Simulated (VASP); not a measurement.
# Al2Au (Fm-3m) in VASP: a series of runs, part 3 of 3

VASP 6.6.1. Earlier steps stand in the parts before.

**4. Single point, r2SCAN+D3(BJ)**

This run uses another cell than the first one, of 17.10 Å³/atom, 1.056 times its volume.

File POSCAR:

```
Al2Au
1.0
    0.0000000000      2.9491427175      2.9491427175
    2.9491427175      0.0000000000      2.9491427175
    2.9491427175      2.9491427175      0.0000000000
Al Au
2 1
Direct
    0.2500000000      0.2500000000      0.2500000000
    0.7500000000      0.7500000000      0.7500000000
    0.0000000000      0.0000000000      0.0000000000
```

File INCAR.step1:

```
ALGO = Normal
EDIFF = 1E-4
ENCUT = 520
GGA = PE
ISMEAR = -1
LASPH = T
LCHARG = F
LREAL = F
LWAVE = T
NBANDS = 16
NELM = 100
PREC = Accurate
SIGMA = 0.2
```

File INCAR.step2:

```
ALGO = Normal
EDIFF = 1E-6
ENCUT = 520
ISIF = 2
ISMEAR = -1
ISTART = 1
IVDW = 12
LASPH = T
LCHARG = F
LMIXTAU = T
LREAL = F
LWAVE = F
METAGGA = R2SCAN
NBANDS = 16
NELM = 100
PREC = Accurate
SIGMA = 0.2
VDW_A1 = 0.49484001
VDW_A2 = 5.73083694
VDW_S6 = 1.0
VDW_S8 = 0.78981345
```

File KPOINTS:

```
k-points
0
Gamma
  7 7 7
```

Potentials or basis: VASP PAW PBE potentials, release 64 (Al, Au).

Started as:

```sh
$ cat potpaw_PBE.64/Al/POTCAR potpaw_PBE.64/Au/POTCAR > POTCAR
$ cp INCAR.step1 INCAR
$ mpirun -np 1 vasp_std > vasp.out
$ cp INCAR.step2 INCAR
$ mpirun -np 1 vasp_std > vasp.out
```

OUTCAR:

```text
EDIFF = 1E-6
   ENCUT = 520
   ISIF = 2
   ISMEAR = -1
   ISTART = 1
   IVDW = 12
   LASPH = T
   LREAL = F
   METAGGA = R2SCAN
   NELM = 100
   PREC = Accurate
 IVDW          = 12

 ion  position               nearest neighbor table
   1  0.250  0.250  0.250-   3 2.55   3 2.55   3 2.55   3 2.55   2 2.95   2 2.95   2 2.95   2 2.95
                             2 2.95   2 2.95
   2  0.750  0.750  0.750-   3 2.55   3 2.55   3 2.55   3 2.55   1 2.95   1 2.95   1 2.95   1 2.95
                             1 2.95   1 2.95
   3  0.000  0.000  0.000-   1 2.55   2 2.55   2 2.55   2 2.55   2 2.55   1 2.55   1 2.55   1 2.55

  LATTYP: Found a face centered cubic cell.
 ALAT       =     5.8982854350

  Lattice vectors:

 A1 = (   0.0000000000,   2.9491427175,   2.9491427175)
 A2 = (   2.9491427175,   0.0000000000,   2.9491427175)
 A3 = (   2.9491427175,   2.9491427175,   0.0000000000)

Analysis of symmetry for initial positions (statically):
=====================================================================
 Subroutine PRICEL returns:
 Original cell was already a primitive cell.

 Routine SETGRP: Setting up the symmetry group for a
 face centered cubic supercell.

 Subroutine GETGRP returns: Found 48 space group operations
 (whereof 48 operations were pure point group operations)
 out of a pool of 48 trial point group operations.

The static configuration has the point symmetry O_h .

Analysis of symmetry for dynamics (positions and initial velocities):
=====================================================================
 Subroutine PRICEL returns:
 Original cell was already a primitive cell.

 Routine SETGRP: Setting up the symmetry group for a
 face centered cubic supercell.

 Subroutine GETGRP returns: Found 48 space group operations
 (whereof 48 operations were pure point group operations)
 out of a pool of 48 trial point group operations.

[... 114 lines left out ...]
   IALGO  =     38    algorithm
   IMIX   =      4    mixing-type and parameters
     AMIX     =   0.40;   BMIX     =  1.00
     AMIX_MAG =   1.60;   BMIX_MAG =  1.00
  volume/ion in A,a.u.               =      17.10       115.40
  Fermi-wavevector in a.u.,A,eV,Ry     =   1.132884  2.140840 17.462065  1.283426
  Thomas-Fermi vector in A             =   2.269586
   LORBIT       =      0    0 simple, 1 ext, 2 COOP (PROOUT), +10 PAW based schemes
   METAGGA = R2SCAN    functional components
   LHFCALC =     F    Hartree Fock is set to
   AEXX    =    0.0000 exact exchange contribution
   IVDW    =    12    specifies the selected vdW correction
   LEPSILON=     F    determine dielectric tensor
   LRPA    =     F    only Hartree local field effects (RPA)
 non-spin polarized calculation
  energy-cutoff  :      520.00
  volume of cell :       51.30
 maximum number of plane-waves:      1411
   NGX = 15   NGY = 15   NGZ = 15

 number of electron      16.9999999 magnetization

 Free energy of the ion-electron system (eV)
  ---------------------------------------------------
  ext. energy  EPLUGINS =         0.00000000
  ---------------------------------------------------
  free energy    TOTEN  =       -65.53644437 eV

  energy without entropy =      -65.42731179  energy(sigma->0) =      -65.48187808

 E-fermi :   8.3435     XC(G=0): -11.5115

 val. band max:        8.2360857009   @ k =  -0.4286   0.1429   0.0000
 cond. band min:       8.4378059646   @ k =   0.2857   0.1429   0.0000
 fundamental gap:      0.2017202637
 Fermi energy:         8.3434616519

 k-point     1 :       0.0000    0.0000    0.0000
  band No.  band energies     occupation
      1      -3.1690      2.00000
      2       1.0756      2.00000
      3       1.0756      2.00000
      4       1.0756      2.00000
      5       2.1348      2.00000
      6       2.1348      2.00000
[... 357 lines left out ...]
      3       1.3049      2.00000
      4       1.7125      2.00000
      5       1.9374      2.00000
      6       2.4809      2.00000
[... 8 lines left out ...]
     15      19.8623      0.00000
     16      19.9099      0.00000

------------------------ aborting loop because EDIFF is reached ----------------------------------------

 Edisp (eV)   -0.59949

 E8    (eV) :    -0.2132

  FORCE on cell =-STRESS in cart. coord.  units (eV):
  Direction    XX          YY          ZZ          XY          YZ          ZX
  --------------------------------------------------------------------------------------
  -------------------------------------------------------------------------------------
  Total       1.74987     1.74987     1.74987    -0.00000    -0.00000     0.00000
  in kB      54.65107    54.65107    54.65107    -0.00000    -0.00000     0.00000
  external pressure =       54.65 kB  Pullay stress =        0.00 kB

 VOLUME and BASIS-vectors are now :
 -----------------------------------------------------------------------------
  energy-cutoff  :      520.00
  volume of cell :       51.30
      direct lattice vectors                 reciprocal lattice vectors
     0.000000000  2.949142718  2.949142718    -0.169540795  0.169540795  0.169540795
     2.949142718  0.000000000  2.949142718     0.169540795 -0.169540795  0.169540795
     2.949142718  2.949142718  0.000000000     0.169540795  0.169540795 -0.169540795

 POSITION                                       TOTAL-FORCE (eV/Angst)
 -----------------------------------------------------------------------------------
      1.47457      1.47457      1.47457        -0.000000     -0.000000     -0.000000
      4.42371      4.42371      4.42371         0.000000      0.000000      0.000000
      0.00000      0.00000      0.00000        -0.000000      0.000000     -0.000000
 -----------------------------------------------------------------------------------
    total drift:                                0.000000     -0.000000      0.000000

  FREE ENERGIE OF THE ION-ELECTRON SYSTEM (eV)
  ---------------------------------------------------
  free  energy   TOTEN  =       -66.1359330331 eV

  energy  without entropy=      -66.0268004506  energy(sigma->0) =      -66.08136674
```

OUTCAR.step1:

```text
EDIFF = 1E-4
   ENCUT = 520
   GGA = PE
   ISMEAR = -1
   LASPH = T
[... 598 lines left out ...]
      1.47457      1.47457      1.47457        -0.000000     -0.000000     -0.000000
      4.42371      4.42371      4.42371         0.000000      0.000000      0.000000
      0.00000      0.00000      0.00000        -0.000000     -0.000000     -0.000000
 -----------------------------------------------------------------------------------
    total drift:                                0.000000     -0.000000      0.000000

  FREE ENERGIE OF THE ION-ELECTRON SYSTEM (eV)
  ---------------------------------------------------
  free  energy   TOTEN  =       -11.9536465378 eV

  energy  without entropy=      -11.8408354089  energy(sigma->0) =      -11.89724097
```

OSZICAR.step1:

```text
N       E                     dE             d eps       ncg     rms          rms(c)
DAV:   1     0.562660627308E+02    0.56266E+02   -0.70679E+03   648   0.890E+02
DAV:   2    -0.119347140016E+02   -0.68201E+02   -0.62145E+02   824   0.175E+02
DAV:   3    -0.132992407398E+02   -0.13645E+01   -0.13608E+01   816   0.235E+01
DAV:   4    -0.133099916703E+02   -0.10751E-01   -0.10750E-01   760   0.242E+00
DAV:   5    -0.133101850892E+02   -0.19342E-03   -0.19342E-03   824   0.330E-01    0.969E+00
DAV:   6    -0.120597334023E+02    0.12505E+01   -0.45853E+00   744   0.217E+01    0.402E+00
DAV:   7    -0.119844504974E+02    0.75283E-01   -0.20004E-01   648   0.442E+00    0.193E+00
DAV:   8    -0.119543641851E+02    0.30086E-01   -0.19080E-02   776   0.928E-01    0.405E-01
DAV:   9    -0.119535222543E+02    0.84193E-03   -0.21284E-03   744   0.461E-01    0.176E-01
DAV:  10    -0.119536511184E+02   -0.12886E-03   -0.17803E-04   672   0.821E-02    0.304E-02
DAV:  11    -0.119536465378E+02    0.45806E-05   -0.46625E-06   344   0.166E-02
   1 F= -.11953647E+02 E0= -.11897241E+02  d E =-.112811E+00
```

Run time: 57 s. Hardware: 1 thread of AMD EPYC 7R13 (Zen 3), shared host; peak memory 0.17 GiB.

Results:

* Free energy: -66.1359 eV
* Pressure: 5.5 GPa
* Dispersion energy per atom: -0.200 eV

Caveat: the PAW data sets were made with another functional, which shifts forces and pressure a little; spin-orbit coupling is left out, which moves the levels of the heavy elements; pairwise dispersion overbinds metals, which lowers pressure and volume.

**5. Single point, r2SCAN+D3(BJ)**

This run uses another cell than the first one, of 17.55 Å³/atom, 1.083 times its volume.

File POSCAR:

```
Al2Au
1.0
    0.0000000000      2.9747887240      2.9747887240
    2.9747887240      0.0000000000      2.9747887240
    2.9747887240      2.9747887240      0.0000000000
Al Au
2 1
Direct
    0.2500000000      0.2500000000      0.2500000000
    0.7500000000      0.7500000000      0.7500000000
    0.0000000000      0.0000000000      0.0000000000
```

File INCAR.step1:

```
SYSTEM = Al2Au
PREC = Accurate
ENCUT = 520
ISMEAR = -1
SIGMA = 0.2
LREAL = .False.
LASPH = .True.
NELM = 80
NBANDS = 16
GGA = PE
ALGO = Normal
EDIFF = 1E-4
LWAVE = .True.
LCHARG = .False.
```

File INCAR.step2:

```
SYSTEM = Al2Au
PREC = Accurate
ENCUT = 520
EDIFF = 1E-6
ISMEAR = -1
SIGMA = 0.2
LREAL = .False.
LASPH = .True.
NELM = 80
ALGO = Normal
ISIF = 2
LWAVE = .False.
LCHARG = .False.
METAGGA = R2SCAN
LMIXTAU = .True.
IVDW = 12
VDW_S6 = 1.0
VDW_S8 = 0.78981345
VDW_A1 = 0.49484001
VDW_A2 = 5.73083694
NBANDS = 16
ISTART = 1
```

File KPOINTS:

```
regular mesh
0
Gamma
  7 7 7
  0 0 0
```

Started as:

```sh
$ cat potpaw_PBE.64/Al/POTCAR potpaw_PBE.64/Au/POTCAR > POTCAR
$ cp INCAR.step1 INCAR
$ mpirun -np 1 vasp_std > vasp.out
$ cp INCAR.step2 INCAR
$ mpirun -np 1 vasp_std > vasp.out
```

Wall time 56 s (1 thread of AMD EPYC 7R13 (Zen 3), shared host); peak memory 0.17 GiB.

It converged, with:

| Property | Result |
| --- | --- |
| Free energy | -66.1663 eV |
| Pressure | 1.8 GPa |
| Dispersion energy per atom | -0.195 eV |

Levels at points of the mesh, in eV from the Fermi level:
```csv
k point,band 7,band 8,band 9,band 10,band 11,band 12
"(0.00, 0.00, 0.00)",3.03,3.03,3.03,3.08,4.28,4.28
```

Caveat: the PAW data sets were made with another functional, which shifts forces and pressure a little; spin-orbit coupling is left out, which moves the levels of the heavy elements; pairwise dispersion overbinds metals, which lowers pressure and volume.

**6. Overview**

| cell | gap on the mesh (eV) | pressure (GPa) |
| --- | --- | --- |
| a = 4.096 Å, angles 60.0°, 3 atoms | none | 14.5 |
| a = 4.134 Å, angles 60.0°, 3 atoms | none | 9.7 |
| a = 4.171 Å, angles 60.0°, 3 atoms | none | 5.5 |
| a = 4.207 Å, angles 60.0°, 3 atoms | none | 1.8 |

Alike in all rows: task single point; level r2SCAN+D3(BJ); potentials or basis VASP PAW PBE potentials, release 64 (Al, Au); no spin polarisation; k mesh 7 × 7 × 7; cutoff (eV) 520; smearing fermi-dirac 0.2 eV.

Caveats: the PAW data sets were made with another functional, which shifts forces and pressure a little; spin-orbit coupling is left out, which moves the levels of the heavy elements; pairwise dispersion overbinds metals, which lowers pressure and volume.

Absolute energies hang on the potentials; compare differences alone.
